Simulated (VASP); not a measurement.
## Au: relaxation of the atoms with PBE

The system is Au.

```
Au
1.0
     2.95688    0.00000    0.00000
    -1.47844    2.56073    0.00000
     0.00000    0.00000    4.97571
Au
2
Direct
  0.33333 0.66667 0.75000
  0.66667 0.33333 0.25000
```

This isn't the form of Au at room conditions, which is fcc.

| Property | Result |
| --- | --- |
| Program | VASP 6.6.1 |
| Task | relaxation of the atoms |
| Functional | PBE |
| Potentials or basis | VASP PAW PBE potentials, release 64 (Au) |
| Cutoff | 520 eV |
| k mesh | 18 × 18 × 10 |
| Occupations | fermi-dirac, width 0.05 eV |
| Spin | no spin polarisation |
| Dipole correction | no |
| Further INCAR settings | ALGO = Normal; EDIFF = 1e-06; IBRION = 2; EDIFFG = -0.02; NSW = 80 |

The pressure after relaxing is -5.5 GPa and the band gap on the k mesh is zero (bands 11 and 12 overlap by 6.28 eV).

Stress tensor (GPa, compression positive):
```
-5.61  0.00  0.00
 0.00 -5.61  0.00
 0.00  0.00 -5.36
```

Final structure:
```xyz
2
Lattice="2.9569 0.0000 0.0000 -1.4784 2.5607 0.0000 0.0000 0.0000 4.9757" Properties=species:S:1:pos:R:3 pbc="T T T"
Au    0.0000    1.7072    3.7318
Au    1.4784    0.8536    1.2439
```

Levels at points of the mesh, in eV from the Fermi level:
```csv
k point,band 7,band 8,band 9,band 10,band 11,band 12,band 13,band 14,band 15
"(0.00, 0.00, 0.00)",-3.81,-3.20,-3.20,-2.07,-2.07,-0.65,2.22,14.65,15.60
"(0.50, 0.00, 0.00)",-3.23,-1.88,-1.80,-1.65,0.41,1.39,5.51,6.67,6.98
"(0.00, 0.00, 0.50)",-4.09,-4.09,-2.45,-2.45,-2.45,-2.45,9.97,9.97,14.90
"(0.50, 0.00, 0.50)",-2.22,-2.22,-1.71,-1.71,0.71,0.71,3.49,3.49,12.77
```

Wall time 37 s on 1 thread of Intel(R) Xeon(R) Platinum 8488C (Sapphire Rapids), with other jobs on the host, peak memory 0.24 GiB.

Caveat: spin-orbit coupling is left out, which moves the levels of the heavy elements.
